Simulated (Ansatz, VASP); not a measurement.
InGa3As4 in VASP and in Ansatz

```xyz
8
Lattice="5.7743 0.0000 0.0000 0.0000 -5.7743 0.0000 0.0000 0.0000 -5.7743" Properties=species:S:1:pos:R:3 pbc="T T T"
In    0.0000   -2.8871   -2.8871
Ga    2.8871    0.0000   -2.8871
Ga    2.8871   -2.8871    0.0000
Ga    0.0000    0.0000    0.0000
As    1.5016   -1.3855   -1.3855
As    4.2727   -4.3887   -1.3855
As    4.2727   -1.3855   -4.3887
As    1.5016   -4.3887   -4.3887
```

Alike in both runs: functional PBEsol; k mesh 4 × 4 × 4; occupations gaussian, width 0.1 eV; no spin polarisation.

Ansatz relaxed the structure, and its values are those at the end. VASP's run is a single point on that final structure, the one shown.

|  | VASP | Ansatz |
| --- | --- | --- |
| version | VASP 6.6.1 | Ansatz 0.2.0 |
| potentials or method | VASP PAW PBE potentials, release 64 (In_d, Ga_d, As), cutoff 520 eV | scalar-relativistic, plane waves, PAW |
| valence electrons in the cell | 72 | 112 |

VASP gave:

```
gap on the k mesh at the Fermi level (eV) : none
pressure (GPa)                            : -0.1
rms of the force components (eV/Å)        : 0.030
```

Q: Which values does Ansatz return?

A: gap on the k mesh at the Fermi level (eV): none; pressure (GPa): -0.2; rms of the force components (eV/Å): 0.029.

VASP's potentials were made for PBE, not for PBEsol. A gap of «none» marks a metal or a gap that the smearing closes. VASP's potentials hold 72 valence electrons a cell and Ansatz's 112, so a difference there can come from the potentials and not from the codes.
